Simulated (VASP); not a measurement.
# C127N (a cell with a defect) in VASP: relaxation of the atoms with PBEsol

Aim: the relaxation of the atoms of C127N (a cell with a defect) with PBEsol.

All numbers are computed with VASP 6.6.1; they aren't measurements. Logs are shortened: lines on timing, memory, paths and dates and some standing lists are left out, and cuts for length are marked.

**1. The cell of the first run**

The cell holds a defect, 128 atoms: a = 10.052 Å, b = 10.052 Å, c = 10.052 Å, α = 60.00°, β = 60.00°, γ = 60.00°.

**2. Relaxation of the atoms, PBEsol**

INCAR

```
ALGO = Normal
EDIFF = 1E-7
EDIFFG = -0.03
ENCUT = 520
GGA = PS
GGA_COMPAT = F
IBRION = 2
ISIF = 2
ISMEAR = -1
ISYM = -1
KPAR = 1
LASPH = T
LCHARG = F
LREAL = Auto
LWAVE = F
NELECT = 514.0
NELM = 120
NELMIN = 4
NSW = 100
PREC = Accurate
SIGMA = 0.05
```

KPOINTS

```
explicit points
1
Reciprocal
  0.25000000   0.25000000   0.25000000 1
```

POSCAR

```
C127N
1.0
    0.0000000000      7.1076060000      7.1076060000
    7.1076060000      0.0000000000      7.1076060000
    7.1076060000      7.1076060000      0.0000000000
C N
127 1
Direct
    0.0023820000      0.0024050000      0.9966350000
    0.5008520000      0.0047620000      0.9965170000
    0.0009710000      0.4981110000      0.9998220000
    0.0001060000      0.9973860000      0.5010060000
    0.2478810000      0.2530360000      0.2512090000
    0.4987310000      0.4992600000      0.9978210000
[... 120 lines left out ...]
    0.5651330000      0.8111060000      0.8118710000
    0.4997310000      0.5020630000      0.4957420000
```

Potentials or basis: VASP PAW PBE potentials, release 64 (C, N).

Command:

```console
cat potpaw_PBE.64/C/POTCAR potpaw_PBE.64/N/POTCAR > POTCAR
mpirun -np 4 vasp_std > vasp.out
```

OUTCAR:

```text
EDIFF = 1E-7
   EDIFFG = -0.03
   ENCUT = 520
   GGA = PS
   IBRION = 2
   ISIF = 2
   ISMEAR = -1
   ISYM = -1
   LASPH = T
   LREAL = Auto
   NELECT = 514.0
   NELM = 120
   NELMIN = 4
   NSW = 100
   PREC = Accurate

 ion  position               nearest neighbor table
   1  0.002  0.002  0.997-  54 1.52  84 1.53 113 1.57  16 1.57
   2  0.501  0.005  0.997-  58 1.48  17 1.49 112 1.53  87 1.58
   3  0.001  0.498  1.000-  80 1.48  60 1.54 118 1.55  18 1.56
   4  0.000  0.997  0.501-  48 1.52 119 1.52  92 1.53  19 1.56
   5  0.248  0.253  0.251-  20 1.51  49 1.52 114 1.54  81 1.58
   6  0.499  0.499  0.998-  82 1.53  62 1.54  21 1.56 115 1.56
[... 120 lines left out ...]
 127  0.565  0.811  0.812-  15 1.50  42 1.51 111 1.53  71 1.56
 128  0.500  0.502  0.496-  56 1.51  27 1.52  89 1.54 122 1.54

IMPORTANT INFORMATION: All symmetrisations will be switched off!
NOSYMM: (Re-)initialisation of all symmetry stuff for point group C_1.

----------------------------------------------------------------------------------------

                                     Primitive cell

  volume of cell :     718.1250

  direct lattice vectors                    reciprocal lattice vectors
     0.000000000  7.107606000  7.107606000    -0.070347175  0.070347175  0.070347175
     7.107606000  0.000000000  7.107606000     0.070347175 -0.070347175  0.070347175
     7.107606000  7.107606000  0.000000000     0.070347175  0.070347175 -0.070347175

  length of vectors
    10.051672801 10.051672801 10.051672801     0.121844881  0.121844881  0.121844881

  position of ions in fractional coordinates (direct lattice)
     0.002382000  0.002405000  0.996635000
     0.500852000  0.004762000  0.996517000
     0.000971000  0.498111000  0.999822000
     0.000106000  0.997386000  0.501006000
     0.247881000  0.253036000  0.251209000
     0.498731000  0.499260000  0.997821000
[... 120 lines left out ...]
     0.565133000  0.811106000  0.811871000
     0.499731000  0.502063000  0.495742000

  ion indices of the primitive-cell ions
   primitive index   ion index
                 1           1
                 2           2
                 3           3
                 4           4
                 5           5
                 6           6
[... 120 lines left out ...]
               127         127
               128         128

----------------------------------------------------------------------------------------

 KPOINTS: explicit points

Read explicit list of k-points.

 Found      1 k-points:
   k-points           NKPTS =      1   k-points in BZ     NKDIM =      1   number of bands    NBANDS=    324
   number of dos      NEDOS =    301   number of ions     NIONS =    128
   total plane-waves  NPLWV = 512000
   dimension x,y,z NGX =    80 NGY =   80 NGZ =   80
   dimension x,y,z NGXF=   160 NGYF=  160 NGZF=  160
   ions per type =             127   1
   NGX,Y,Z   is equivalent  to a cutoff of  13.23, 13.23, 13.23 a.u.
   NGXF,Y,Z  is equivalent  to a cutoff of  26.46, 26.46, 26.46 a.u.
 SYSTEM =  unknown system
   PREC   = accura    normal or accurate (medium, high low for compatibility)
   ISTART =      0    job   : 0-new  1-cont  2-samecut
   ICHARG =      2    charge: 1-file 2-atom 10-const
   ISPIN  =      1    spin polarized calculation?
   LNONCOLLINEAR =      F non collinear calculations
   LSORBIT =      F    spin-orbit coupling
   LASPH  =      T    aspherical Exc in radial PAW
   ENCUT  =  520.0 eV  38.22 Ry    6.18 a.u.  18.69 18.69 18.69*2*pi/ulx,y,z
   NELM   =    120;   NELMIN=  4; NELMDL= -5     # of ELM steps
   EDIFF  = 0.1E-06   stopping-criterion for ELM
   LREAL  =      T    real-space projection
   EDIFFG = -.3E-01   stopping-criterion for IOM
   NSW    =    100    number of steps for IOM
   IBRION =      2    ionic relax: 0-MD 1-quasi-New 2-CG
   NFREE  =      1    steps in history (QN), initial steepest desc. (CG)
   ISIF   =      2    stress and relaxation
   ISYM   =     -1    0-nonsym 1-usesym 2-fastsym
   POTIM  = 0.5000    time-step for ionic-motion
   TEBEG  =    0.0;   TEEND  =   0.0 temperature during run
   PSTRESS=    0.0 pullay stress
   NELECT =     514.0000    total number of electrons
   NUPDOWN=      -1.0000    fix difference up-down
   EMIN   =  10.00;   EMAX   =-10.00  energy-range for DOS
   EFERMI =   0.00;   METHOD = LEGACY
   ISMEAR =    -1;   SIGMA  =   0.05  broadening in eV -4-tet -1-fermi 0-gaus
   EFERMI_NEDOS =   21; number of points for ismear=-14 and -15
   IALGO  =     38    algorithm
   IMIX   =      4    mixing-type and parameters
     AMIX     =   0.40;   BMIX     =  1.00
     AMIX_MAG =   1.60;   BMIX_MAG =  1.00
  volume/ion in A,a.u.               =       5.61        37.86
  Fermi-wavevector in a.u.,A,eV,Ry     =   1.464409  2.767333 29.177627  2.144495
  Thomas-Fermi vector in A             =   2.580389
   LORBIT       =      0    0 simple, 1 ext, 2 COOP (PROOUT), +10 PAW based schemes
   GGA     = PS    functional components
   LHFCALC =     F    Hartree Fock is set to
   AEXX    =    0.0000 exact exchange contribution
   IVDW    =     0    specifies the selected vdW correction
   LEPSILON=     F    determine dielectric tensor
   LRPA    =     F    only Hartree local field effects (RPA)
 conjugate gradient relaxation of ions
 non-spin polarized calculation
  energy-cutoff  :      520.00
  volume of cell :      718.12
 maximum number of plane-waves:     19360
 NGX is ok and might be reduce to    80
   NGX = 37   NGY = 37   NGZ = 37

--------------------------------------- Ionic step        1  -------------------------------------------

 number of electron     514.0000000 magnetization

 Free energy of the ion-electron system (eV)
  ---------------------------------------------------
  ext. energy  EPLUGINS =         0.00000000
  ---------------------------------------------------
  free energy    TOTEN  =     -1205.04546805 eV

  energy without entropy =    -1204.97529877  energy(sigma->0) =    -1205.01038341

------------------------ aborting loop because EDIFF is reached ----------------------------------------

  FORCE on cell =-STRESS in cart. coord.  units (eV):
  Direction    XX          YY          ZZ          XY          YZ          ZX
  --------------------------------------------------------------------------------------
  -------------------------------------------------------------------------------------
  Total       30.8339852     26.2166490     33.3437179     -7.3725939     -8.5860780    -10.7077735
  in kB       68.7923602     58.4908229     74.3917156    -16.4486728    -19.1560242    -23.8896466
  external PRESSURE =      67.2249662 kB  Pullay stress =       0.0000000 kB

 VOLUME and BASIS-vectors are now :
 -----------------------------------------------------------------------------
  energy-cutoff  :      520.00
  volume of cell :      718.12
      direct lattice vectors                 reciprocal lattice vectors
     0.000000000  7.107606000  7.107606000    -0.070347175  0.070347175  0.070347175
     7.107606000  0.000000000  7.107606000     0.070347175 -0.070347175  0.070347175
     7.107606000  7.107606000  0.000000000     0.070347175  0.070347175 -0.070347175
[... 453 lines left out ...]
     11.54666      9.77709      9.77080        -0.043694      0.122911      0.056068
      7.09286      7.09497      7.11803         0.220340      0.538684      0.199323
 -----------------------------------------------------------------------------------
    total drift:                                0.084056     -0.090703      0.079165

  FREE ENERGIE OF THE ION-ELECTRON SYSTEM (eV)
  ---------------------------------------------------
  free  energy   TOTEN  =     -1208.5633939354 eV

  energy  without entropy=    -1208.5575956870  energy(sigma->0) =    -1208.56049481

[... ionic steps 4 to 29 ...]

--------------------------------------- Ionic step       30  -------------------------------------------

 number of electron     513.9999948 magnetization

------------------------ aborting loop because EDIFF is reached ----------------------------------------

  FORCE on cell =-STRESS in cart. coord.  units (eV):
  Direction    XX          YY          ZZ          XY          YZ          ZX
  --------------------------------------------------------------------------------------
  -------------------------------------------------------------------------------------
  Total       29.3710630     27.6195749     27.4172391    -16.0250192      3.9107331    -15.8921820
  in kB       65.5284982     61.6208295     61.1694070    -35.7527217      8.7250661    -35.4563545
  external PRESSURE =      62.7729116 kB  Pullay stress =       0.0000000 kB

 VOLUME and BASIS-vectors are now :
 -----------------------------------------------------------------------------
  energy-cutoff  :      520.00
  volume of cell :      718.12
      direct lattice vectors                 reciprocal lattice vectors
     0.000000000  7.107606000  7.107606000    -0.070347175  0.070347175  0.070347175
     7.107606000  0.000000000  7.107606000     0.070347175 -0.070347175  0.070347175
     7.107606000  7.107606000  0.000000000     0.070347175  0.070347175 -0.070347175
[... 291 lines left out ...]
     11.54874      9.77429      9.77256         0.004411     -0.025855     -0.012618
      6.91973      7.28335      7.28205        -0.016511      0.008323      0.021416
 -----------------------------------------------------------------------------------
    total drift:                               -0.029189      0.030653      0.010913

  FREE ENERGIE OF THE ION-ELECTRON SYSTEM (eV)
  ---------------------------------------------------
  free  energy   TOTEN  =     -1210.0811407707 eV

  energy  without entropy=    -1210.0811219271  energy(sigma->0) =    -1210.08113135

--------------------------------------- Ionic step       32  -------------------------------------------

 number of electron     513.9999948 magnetization

 Free energy of the ion-electron system (eV)
  ---------------------------------------------------
  ext. energy  EPLUGINS =         0.00000000
  ---------------------------------------------------
  free energy    TOTEN  =     -1210.08221076 eV

  energy without entropy =    -1210.08219185  energy(sigma->0) =    -1210.08220130

 E-fermi :  13.6730     XC(G=0): -13.4936

 val. band max:       13.0795447256   @ k =   0.2500   0.2500   0.2500
 cond. band min:      14.3099592533   @ k =   0.2500   0.2500   0.2500
 fundamental gap:      1.2304145276
 Fermi energy:        13.6730499776

 k-point     1 :       0.2500    0.2500    0.2500
  band No.  band energies     occupation
      1     -11.8324      2.00000
      2     -11.0733      2.00000
      3     -10.6554      2.00000
      4     -10.2993      2.00000
      5     -10.2726      2.00000
      6     -10.1482      2.00000
[... 261 lines left out ...]
    268      15.1279      0.00000
    269      15.1299      0.00000
 [bands above 269 left out]

------------------------ aborting loop because EDIFF is reached ----------------------------------------

  FORCE on cell =-STRESS in cart. coord.  units (eV):
  Direction    XX          YY          ZZ          XY          YZ          ZX
  --------------------------------------------------------------------------------------
  -------------------------------------------------------------------------------------
  Total       29.3229985     27.5964355     27.4956013    -15.9673227      3.9659521    -15.8825795
  in kB       65.4212637     61.5692042     61.3442376    -35.6239975      8.8482628    -35.4349308
  external PRESSURE =      62.7782352 kB  Pullay stress =       0.0000000 kB

 VOLUME and BASIS-vectors are now :
 -----------------------------------------------------------------------------
  energy-cutoff  :      520.00
  volume of cell :      718.12
      direct lattice vectors                 reciprocal lattice vectors
     0.000000000  7.107606000  7.107606000    -0.070347175  0.070347175  0.070347175
     7.107606000  0.000000000  7.107606000     0.070347175 -0.070347175  0.070347175
     7.107606000  7.107606000  0.000000000     0.070347175  0.070347175 -0.070347175
[... 129 lines left out ...]
     11.54923      9.77366      9.77198         0.008015     -0.021403     -0.012939
      6.91898      7.28429      7.28332        -0.004287      0.007718      0.006031
 -----------------------------------------------------------------------------------
    total drift:                               -0.047863      0.004927     -0.005518

  FREE ENERGIE OF THE ION-ELECTRON SYSTEM (eV)
  ---------------------------------------------------
  free  energy   TOTEN  =     -1210.0822107563 eV

  energy  without entropy=    -1210.0821918506  energy(sigma->0) =    -1210.08220130

 reached required accuracy - stopping structural energy minimisation
```

It took 67 min on 4 MPI ranks of Intel Xeon Platinum 8259CL at 2.50GHz (Skylake/Cascade Lake), shared host; peak memory 0.42 GiB.

What came out:

```
Free energy                  : -1210.0822 eV
Energy gained by relaxing    : 39.3 meV/atom
Ionic steps                  : 32
Largest force after relaxing : 0.029 eV/Å
```

Forces on the atoms (eV/Å):
```
C   -0.004  0.005 -0.009
C   -0.005  0.000  0.005
C    0.010 -0.002 -0.015
C    0.003 -0.002 -0.001
C   -0.002 -0.002  0.001
C    0.004  0.001  0.008
C    0.003  0.008 -0.002
C    0.005 -0.005  0.001
C    0.002 -0.005 -0.001
C    0.008 -0.002  0.005
C    0.009 -0.006  0.000
C    0.006 -0.003  0.018
C    0.009 -0.006 -0.002
C    0.004 -0.007 -0.012
C    0.010 -0.008 -0.009
C    0.002 -0.007 -0.011
C   -0.006 -0.006  0.004
C    0.005 -0.001 -0.004
C   -0.003  0.004  0.011
C   -0.003 -0.007 -0.007
C    0.007  0.001  0.002
C    0.000 -0.001  0.003
C   -0.005  0.006  0.000
C   -0.001 -0.002 -0.002
C   -0.011  0.007  0.010
C   -0.001  0.006 -0.008
C   -0.011  0.002  0.003
C    0.008  0.010  0.004
C    0.008 -0.007  0.004
C    0.013 -0.009 -0.015
C   -0.015 -0.008 -0.005
C    0.003 -0.003 -0.005
C   -0.016  0.004 -0.007
C   -0.002 -0.011  0.006
C    0.006 -0.001 -0.005
C   -0.002  0.003  0.016
C    0.004 -0.004 -0.017
C   -0.001  0.002 -0.007
C   -0.005  0.009  0.004
C    0.010  0.010  0.007
C   -0.006  0.003 -0.002
C    0.005 -0.020  0.000
C   -0.007  0.001  0.000
C    0.002 -0.001  0.008
C   -0.007  0.013  0.003
C   -0.003 -0.012  0.005
C   -0.002  0.002 -0.001
C   -0.004  0.012  0.003
C   -0.006  0.003 -0.013
C    0.003 -0.005  0.006
C    0.000 -0.009  0.005
C    0.003  0.004 -0.003
C    0.004 -0.016 -0.006
C    0.013 -0.001 -0.015
C   -0.003  0.011  0.000
C    0.008  0.020  0.003
C   -0.002 -0.007  0.010
C   -0.006 -0.008  0.004
C   -0.008  0.006  0.008
C    0.002  0.011 -0.003
C    0.000  0.006  0.005
C    0.001 -0.007 -0.005
C    0.007  0.016 -0.007
C   -0.009 -0.011 -0.007
C   -0.014  0.012  0.002
C    0.004  0.002 -0.006
C    0.001 -0.005  0.006
C   -0.001 -0.004  0.001
C   -0.007  0.009  0.013
C    0.003  0.008  0.000
C    0.008 -0.012 -0.011
C    0.004 -0.011 -0.007
C   -0.001  0.009  0.010
C    0.000  0.007  0.006
C   -0.009 -0.012  0.005
C    0.010  0.022 -0.002
C    0.005  0.014 -0.025
C   -0.015  0.003 -0.003
C    0.009 -0.007  0.003
C   -0.007 -0.003 -0.011
C    0.000 -0.006  0.008
C    0.006  0.003 -0.004
C    0.006  0.005  0.005
C    0.009 -0.005 -0.012
C    0.002  0.003  0.005
C    0.005  0.001  0.009
C   -0.002  0.002 -0.004
C    0.005 -0.007 -0.013
C   -0.003  0.000  0.013
C   -0.004  0.007  0.018
C   -0.002 -0.011  0.003
C   -0.006  0.011  0.011
C    0.002 -0.004 -0.004
C   -0.004 -0.001 -0.009
C    0.011 -0.006  0.010
C   -0.001 -0.011 -0.010
C   -0.003 -0.012  0.005
C   -0.012  0.007  0.002
C   -0.003 -0.001 -0.001
C   -0.012  0.011  0.009
C    0.009 -0.004  0.001
C    0.002 -0.001  0.014
C   -0.003  0.007 -0.002
C    0.008  0.004 -0.001
C    0.009  0.001 -0.007
C   -0.003 -0.004 -0.008
C   -0.007  0.015 -0.001
C   -0.006 -0.011  0.011
C   -0.002  0.002  0.013
C   -0.015  0.009  0.005
C    0.003 -0.017 -0.017
C   -0.012  0.012 -0.004
C   -0.008 -0.005  0.006
C   -0.007  0.000  0.009
C    0.006  0.001 -0.005
C    0.005  0.004 -0.005
C    0.000 -0.002  0.001
C    0.001  0.004 -0.009
C   -0.006 -0.004  0.003
C    0.008  0.002 -0.002
C    0.002 -0.005 -0.012
C   -0.002  0.016  0.010
C   -0.004 -0.002  0.019
C   -0.001  0.002  0.004
C    0.004  0.009  0.003
C    0.008 -0.007 -0.006
C    0.008 -0.021 -0.013
N   -0.004  0.008  0.006
```

Step by step:
```csv
step,energy change (eV),largest force (eV/Å),pressure (GPa)
1,0.0000,3.5165,6.72
2,7.0226,6.3041,10.03
3,-3.5179,1.1868,6.07
4,-3.7312,0.8188,6.42
5,-3.8697,0.5628,6.26
6,-3.9330,0.5642,6.40
7,-3.9542,0.5539,6.36
8,-3.9998,0.7674,6.40
9,-4.0050,0.9847,6.41
10,-4.0278,1.2453,6.40
11,-4.1144,2.0013,6.37
12,-4.2884,2.6226,6.27
13,-3.9460,3.0925,6.52
14,-4.3153,2.4627,6.27
15,-4.3374,2.3913,6.27
16,-4.3828,2.2294,6.28
17,-4.3574,2.1297,6.36
18,-4.3928,2.0761,6.30
19,-4.4313,1.9856,6.29
20,-4.5369,1.7157,6.26
21,-4.7026,1.2305,6.22
22,-4.8454,0.7397,6.21
23,-4.8974,0.6829,6.23
24,-4.9791,0.5685,6.29
25,-4.9821,0.5509,6.30
26,-5.0049,0.3557,6.30
27,-5.0195,0.2130,6.28
28,-5.0284,0.1360,6.28
29,-5.0317,0.1306,6.28
30,-5.0348,0.0730,6.28
31,-5.0357,0.0608,6.28
32,-5.0367,0.0287,6.28
```

Caveat: the cell carries a net charge on a neutralising background, which shifts energy and pressure; the cell is charged against a uniform background, so pressure and absolute levels hang on convention; the PAW data sets were made with another functional, which shifts forces and pressure a little.
